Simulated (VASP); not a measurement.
# ZnO (zincite) (P6_3mc) in VASP: a series of runs

The runs below take ZnO (zincite) through single point, with PBE.

Everything below comes from runs of VASP 6.6.1. Logs are shortened: lines on timing, memory, paths and dates and some standing lists are left out, and cuts for length are marked.

### Step 1. The cell of the first run

The structure is hexagonal, space group P6_3mc (No. 186). Conventional cell: a = 3.249 Å, b = 3.249 Å, c = 5.206 Å, α = 90.00°, β = 90.00°, γ = 120.00°. Within 2.6 Å of Zn (site symmetry 3m) lie 4 O at 1.97 to 1.98 Å. Within 2.6 Å of O (site symmetry 3m) lie 4 Zn at 1.97 to 1.98 Å.

### Step 2. Single point, PBE

INCAR

```
SYSTEM = ZnO
ALGO = Normal
EDIFF = 1E-6
ENCUT = 520
GGA = PE
ISIF = 2
ISMEAR = 0
LASPH = .True.
LCHARG = .True.
LELF = .True.
LREAL = .False.
LVHAR = .True.
LWAVE = .False.
NBANDS = 26
NELM = 60
PREC = Accurate
SIGMA = 0.020999999999999998
```

KPOINTS

```
k-points
0
Gamma
  9 9 5
  0 0 0
```

POSCAR

```
ZnO
1.0
    3.2493080000      0.0000000000      0.0000000000
   -1.6246540000      2.8139832727      0.0000000000
    0.0000000000      0.0000000000      5.2057090000
Zn O
2 2
Direct
    0.6666666667      0.3333333333      0.0000000000
    0.3333333333      0.6666666667      0.5000000000
    0.3333333333      0.6666666667      0.8790100000
    0.6666666667      0.3333333333      0.3790100000
```

Potentials or basis: VASP PAW PBE potentials, release 64 (Zn, O).

The run is started by

```sh
cat potpaw_PBE.64/Zn/POTCAR potpaw_PBE.64/O/POTCAR > POTCAR
mpirun -np 1 vasp_std > vasp.out
```

OUTCAR:

```text
SYSTEM = ZnO
   EDIFF = 1E-6
   ENCUT = 520
   GGA = PE
   ISIF = 2
   ISMEAR = 0
   LASPH = .True.
   LREAL = .False.
   NELM = 60
   PREC = Accurate

 ion  position               nearest neighbor table
   1  0.667  0.333  0.000-   4 1.97   3 1.98   3 1.98   3 1.98
   2  0.333  0.667  0.500-   3 1.97   4 1.98   4 1.98   4 1.98
   3  0.333  0.667  0.879-   2 1.97   1 1.98   1 1.98   1 1.98
   4  0.667  0.333  0.379-   1 1.97   2 1.98   2 1.98   2 1.98

  LATTYP: Found a hexagonal cell.
 ALAT       =     3.2493080000
 C/A-ratio  =     1.6020977390

  Lattice vectors:

 A1 = (   3.2493080000,   0.0000000000,   0.0000000000)
 A2 = (  -1.6246540000,   2.8139832727,   0.0000000000)
 A3 = (   0.0000000000,   0.0000000000,   5.2057090000)

Analysis of symmetry for initial positions (statically):
=====================================================================
 Subroutine PRICEL returns:
 Original cell was already a primitive cell.

 Routine SETGRP: Setting up the symmetry group for a
 hexagonal supercell.

 Subroutine GETGRP returns: Found 12 space group operations
 (whereof  6 operations were pure point group operations)
 out of a pool of 24 trial point group operations.

The static configuration has the point symmetry C_3v.
 The point group associated with its full space group is C_6v.

Analysis of symmetry for dynamics (positions and initial velocities):
=====================================================================
 Subroutine PRICEL returns:
 Original cell was already a primitive cell.

 Routine SETGRP: Setting up the symmetry group for a
 hexagonal supercell.

 Subroutine GETGRP returns: Found 12 space group operations
 (whereof  6 operations were pure point group operations)
 out of a pool of 24 trial point group operations.

The dynamic configuration has the point symmetry C_3v.
 The point group associated with its full space group is C_6v.

 Subroutine INISYM returns: Found 12 space group operations
 (whereof  6 operations are pure point group operations),
 and found     1 'primitive' translations

----------------------------------------------------------------------------------------

                                     Primitive cell

  volume of cell :      47.5984

  direct lattice vectors                    reciprocal lattice vectors
     3.249308000  0.000000000  0.000000000     0.307757836  0.177684070  0.000000000
    -1.624654000  2.813983273  0.000000000     0.000000000  0.355368139  0.000000000
     0.000000000  0.000000000  5.205709000     0.000000000  0.000000000  0.192096792

  length of vectors
     3.249308000  3.249308000  5.205709000     0.355368139  0.355368139  0.192096792

  position of ions in fractional coordinates (direct lattice)
     0.666666667  0.333333333  0.000000000
     0.333333333  0.666666667  0.500000000
     0.333333333  0.666666667  0.879010000
     0.666666667  0.333333333  0.379010000

  ion indices of the primitive-cell ions
   primitive index   ion index
                 1           1
                 2           2
                 3           3
                 4           4

----------------------------------------------------------------------------------------

 KPOINTS: k-points

Automatic generation of k-mesh.
 Grid dimensions read from file:
 generate k-points for:    9    9    5

 Generating k-lattice:

  Cartesian coordinates                     Fractional coordinates (reciprocal lattice)
     0.034195315  0.019742674  0.000000000     0.111111111  0.000000000  0.000000000
     0.000000000  0.039485349  0.000000000     0.000000000  0.111111111  0.000000000
     0.000000000  0.000000000  0.038419358     0.000000000  0.000000000  0.200000000

  Length of vectors
     0.039485349  0.039485349  0.038419358

  Shift w.r.t. Gamma in fractional coordinates (k-lattice)
     0.000000000  0.000000000  0.000000000

 Subroutine IBZKPT returns following result:
 ===========================================

 Found     36 irreducible k-points:

 Following reciprocal coordinates:
            Coordinates               Weight
  0.000000  0.000000  0.000000      1.000000
  0.111111  0.000000  0.000000      6.000000
  0.222222  0.000000  0.000000      6.000000
  0.333333  0.000000  0.000000      6.000000
  0.444444  0.000000  0.000000      6.000000
  0.111111  0.111111  0.000000      6.000000
[... 16 lines left out ...]
  0.333333  0.222222  0.200000     24.000000
  0.333333  0.333333  0.200000      4.000000
 [... further k-points ...]
   k-points           NKPTS =     36   k-points in BZ     NKDIM =     36   number of bands    NBANDS=     26
   number of dos      NEDOS =    301   number of ions     NIONS =      4
   total plane-waves  NPLWV =  23040
   dimension x,y,z NGX =    24 NGY =   24 NGZ =   40
   dimension x,y,z NGXF=    48 NGYF=   48 NGZF=   80
   ions per type =               2   2
   NGX,Y,Z   is equivalent  to a cutoff of  12.28, 12.28, 12.77 a.u.
   NGXF,Y,Z  is equivalent  to a cutoff of  24.56, 24.56, 25.55 a.u.
 SYSTEM =  ZnO
   PREC   = accura    normal or accurate (medium, high low for compatibility)
   ISTART =      0    job   : 0-new  1-cont  2-samecut
   ICHARG =      2    charge: 1-file 2-atom 10-const
   ISPIN  =      1    spin polarized calculation?
   LNONCOLLINEAR =      F non collinear calculations
   LSORBIT =      F    spin-orbit coupling
   LASPH  =      T    aspherical Exc in radial PAW
   ENCUT  =  520.0 eV  38.22 Ry    6.18 a.u.   6.04  6.04  9.68*2*pi/ulx,y,z
   NELM   =     60;   NELMIN=  2; NELMDL= -5     # of ELM steps
   EDIFF  = 0.1E-05   stopping-criterion for ELM
   LREAL  =      F    real-space projection
   EDIFFG = 0.1E-04   stopping-criterion for IOM
   NSW    =      0    number of steps for IOM
   IBRION =     -1    ionic relax: 0-MD 1-quasi-New 2-CG
   NFREE  =      0    steps in history (QN), initial steepest desc. (CG)
   ISIF   =      2    stress and relaxation
   ISYM   =      2    0-nonsym 1-usesym 2-fastsym
   POTIM  = 0.5000    time-step for ionic-motion
   TEBEG  =    0.0;   TEEND  =   0.0 temperature during run
   PSTRESS=    0.0 pullay stress
   NELECT =      36.0000    total number of electrons
   NUPDOWN=      -1.0000    fix difference up-down
   EMIN   =  10.00;   EMAX   =-10.00  energy-range for DOS
   EFERMI =   0.00;   METHOD = LEGACY
   ISMEAR =     0;   SIGMA  =   0.02  broadening in eV -4-tet -1-fermi 0-gaus
   EFERMI_NEDOS =   21; number of points for ismear=-14 and -15
   IALGO  =     38    algorithm
   IMIX   =      4    mixing-type and parameters
     AMIX     =   0.40;   BMIX     =  1.00
     AMIX_MAG =   1.60;   BMIX_MAG =  1.00
  volume/ion in A,a.u.               =      11.90        80.30
  Fermi-wavevector in a.u.,A,eV,Ry     =   1.491574  2.818667 30.270160  2.224794
  Thomas-Fermi vector in A             =   2.604212
   LORBIT       =      0    0 simple, 1 ext, 2 COOP (PROOUT), +10 PAW based schemes
   GGA     = PE    functional components
   LHFCALC =     F    Hartree Fock is set to
   AEXX    =    0.0000 exact exchange contribution
   IVDW    =     0    specifies the selected vdW correction
   LEPSILON=     F    determine dielectric tensor
   LRPA    =     F    only Hartree local field effects (RPA)
 non-spin polarized calculation
 Gauss-broadening in eV      SIGMA  =   0.02
  energy-cutoff  :      520.00
  volume of cell :       47.60
 maximum number of plane-waves:      1308
   NGX = 13   NGY = 13   NGZ = 19

 number of electron      36.0000017 magnetization

 Free energy of the ion-electron system (eV)
  ---------------------------------------------------
  ext. energy  EPLUGINS =         0.00000000
  ---------------------------------------------------
  free energy    TOTEN  =       -17.82215526 eV

  energy without entropy =      -17.82215526  energy(sigma->0) =      -17.82215526

 E-fermi :   1.3084     XC(G=0): -10.9115

 val. band max:        1.2007871496   @ k =   0.0000   0.0000   0.0000
 cond. band min:       1.9907535612   @ k =   0.0000   0.0000   0.0000
 fundamental gap:      0.7899664116
 Fermi energy:         1.3084415803

 k-point     1 :       0.0000    0.0000    0.0000
  band No.  band energies     occupation
      1     -16.8876      2.00000
      2     -16.1564      2.00000
      3      -4.4872      2.00000
      4      -4.4872      2.00000
      5      -4.4477      2.00000
      6      -4.4263      2.00000
[... 18 lines left out ...]
     25      15.3278      0.00000
     26      15.3278      0.00000

 k-point     2 :       0.1111    0.0000    0.0000
  band No.  band energies     occupation
      1     -16.8206      2.00000
      2     -16.1274      2.00000
      3      -4.5656      2.00000
      4      -4.4488      2.00000
      5      -4.4066      2.00000
      6      -4.3444      2.00000
[... 18 lines left out ...]
     25      15.4704      0.00000
     26      15.4731      0.00000

 k-point     3 :       0.2222    0.0000    0.0000
  band No.  band energies     occupation
      1     -16.6415      2.00000
      2     -16.0581      2.00000
      3      -4.7141      2.00000
      4      -4.3911      2.00000
      5      -4.3591      2.00000
      6      -4.2578      2.00000
[... 18 lines left out ...]
     25      14.7205      0.00000
     26      15.4437      0.00000

 k-point     4 :       0.3333    0.0000    0.0000
  band No.  band energies     occupation
      1     -16.4138      2.00000
      2     -15.9946      2.00000
      3      -4.7952      2.00000
      4      -4.4385      2.00000
      5      -4.2780      2.00000
      6      -4.0866      2.00000
[... 18 lines left out ...]
     25      14.5921      0.00000
     26      15.2719      0.00000

 k-point     5 :       0.4444    0.0000    0.0000
  band No.  band energies     occupation
      1     -16.2345      2.00000
      2     -15.9783      2.00000
      3      -4.7456      2.00000
      4      -4.5017      2.00000
      5      -4.2405      2.00000
      6      -3.9072      2.00000
[... 18 lines left out ...]
     25      14.4185      0.00000
     26      15.3925      0.00000

 k-point     6 :       0.1111    0.1111    0.0000
  band No.  band energies     occupation
      1     -16.6974      2.00000
      2     -16.0783      2.00000
      3      -4.6434      2.00000
      4      -4.4517      2.00000
      5      -4.3480      2.00000
      6      -4.3021      2.00000
[... 427 lines left out ...]
 k-point    21 :       0.4444    0.1111    0.2000
  band No.  band energies     occupation
      1     -16.1581      2.00000
      2     -15.9973      2.00000
      3      -4.7283      2.00000
      4      -4.5598      2.00000
      5      -4.2314      2.00000
      6      -3.9506      2.00000
[... 18 lines left out ...]
     25      14.1661      0.00000
     26      15.1560      0.00000

 k-point    22 :       0.2222    0.2222    0.2000
  band No.  band energies     occupation
      1     -16.2700      2.00000
      2     -16.0054      2.00000
      3      -4.6512      2.00000
      4      -4.5677      2.00000
      5      -4.1970      2.00000
      6      -4.1660      2.00000
[... 18 lines left out ...]
     25      13.2625      0.00000
     26      16.4986      0.00000

 k-point    23 :       0.3333    0.2222    0.2000
  band No.  band energies     occupation
      1     -16.1273      2.00000
      2     -15.9969      2.00000
      3      -4.5827      2.00000
      4      -4.4106      2.00000
      5      -4.2393      2.00000
      6      -4.0298      2.00000
[... 18 lines left out ...]
     25      14.0675      0.00000
     26      15.5469      0.00000

 k-point    24 :       0.3333    0.3333    0.2000
  band No.  band energies     occupation
      1     -16.0364      2.00000
      2     -16.0364      2.00000
      3      -4.4944      2.00000
      4      -4.2869      2.00000
      5      -4.2869      2.00000
      6      -3.9212      2.00000
[... 18 lines left out ...]
     25      14.7517      0.00000
     26      15.7868      0.00000

 [... further k-points ...]
[... 5 lines left out ...]
  --------------------------------------------------------------------------------------
  -------------------------------------------------------------------------------------
  Total        1.6128804      1.6128804      2.1360730      0.0000000      0.0000000      0.0000000
  in kB       54.2900780     54.2900780     71.9009118      0.0000000      0.0000000      0.0000000
  external PRESSURE =      60.1603559 kB  Pullay stress =       0.0000000 kB

 VOLUME and BASIS-vectors are now :
 -----------------------------------------------------------------------------
  energy-cutoff  :      520.00
  volume of cell :       47.60
      direct lattice vectors                 reciprocal lattice vectors
     3.249308000  0.000000000  0.000000000     0.307757836  0.177684070  0.000000000
    -1.624654000  2.813983273  0.000000000     0.000000000  0.355368139  0.000000000
     0.000000000  0.000000000  5.205709000     0.000000000  0.000000000  0.192096792

 POSITION                                       TOTAL-FORCE (eV/Angst)
 -----------------------------------------------------------------------------------
      1.62465      0.93799      0.00000        -0.000000     -0.000000     -0.074085
     -0.00000      1.87599      2.60285         0.000000      0.000000     -0.074085
     -0.00000      1.87599      4.57587         0.000000      0.000000      0.074085
      1.62465      0.93799      1.97302        -0.000000     -0.000000      0.074085
 -----------------------------------------------------------------------------------
    total drift:                               -0.000000     -0.000000     -0.000191

  FREE ENERGIE OF THE ION-ELECTRON SYSTEM (eV)
  ---------------------------------------------------
  free  energy   TOTEN  =       -17.8221552559 eV

  energy  without entropy=      -17.8221552559  energy(sigma->0) =      -17.82215526
```

Run time: 64 s. Hardware: 1 thread of AMD EPYC 7R13, shared host; peak memory 0.15 GiB.

What came out:

```yaml
Free_energy: -17.8222 eV
Pressure: 6.0 GPa
Largest_force: 0.074 eV/Å
Band_gap_on_the_k_mesh: 0.79 eV, direct
```

Forces on the atoms (eV/Å):
```
Zn   0.000  0.000 -0.074
Zn   0.000  0.000 -0.074
O    0.000  0.000  0.074
O    0.000  0.000  0.074
```

Levels at points of the mesh, in eV from the valence-band top:
```csv
k point,band 16,band 17,band 18,band 19,band 20,band 21
"(0.00, 0.00, 0.00)",-0.07,0.00,0.00,0.79,5.21,8.26
```

### Step 3. Single point, PBE

INCAR

```
PREC = Accurate
ENCUT = 520
EDIFF = 1E-6
ISMEAR = 0
SIGMA = 0.022
LREAL = F
LASPH = T
NELM = 80
ALGO = Normal
ISIF = 2
LWAVE = F
LCHARG = F
GGA = PE
NBANDS = 26
```

KPOINTS

```
regular mesh
0
Gamma
  9 9 5
```

POSCAR is that of step 2.

Potentials or basis: VASP PAW PBE potentials, release 64 (Zn, O).

The run is started by

```sh
cat potpaw_PBE.64/Zn/POTCAR potpaw_PBE.64/O/POTCAR > POTCAR
mpirun -np 1 vasp_std > vasp.out
```

Run time: 65 s. Hardware: 1 thread of AMD EPYC 7R13, shared host; peak memory 0.15 GiB.

Results (log left out):

```
Free energy            : -17.8222 eV
Pressure               : 6.0 GPa
Largest force          : 0.074 eV/Å
Band gap on the k mesh : 0.79 eV, direct
```

Forces on the atoms (eV/Å):
```
Zn   0.000  0.000 -0.074
Zn   0.000  0.000 -0.074
O    0.000  0.000  0.074
O    0.000  0.000  0.074
```

Stress tensor (GPa, compression positive):
```
5.43 0.00 0.00
0.00 5.43 0.00
0.00 0.00 7.19
```

Levels at points of the mesh, in eV from the valence-band top:
| k point | band 16 | band 17 | band 18 | band 19 | band 20 | band 21 |
| --- | --- | --- | --- | --- | --- | --- |
| (0.00, 0.00, 0.00) | -0.07 | 0.00 | 0.00 | 0.79 | 5.21 | 8.26 |

A hybrid or GW would open this gap; PBE tends to underestimate it.
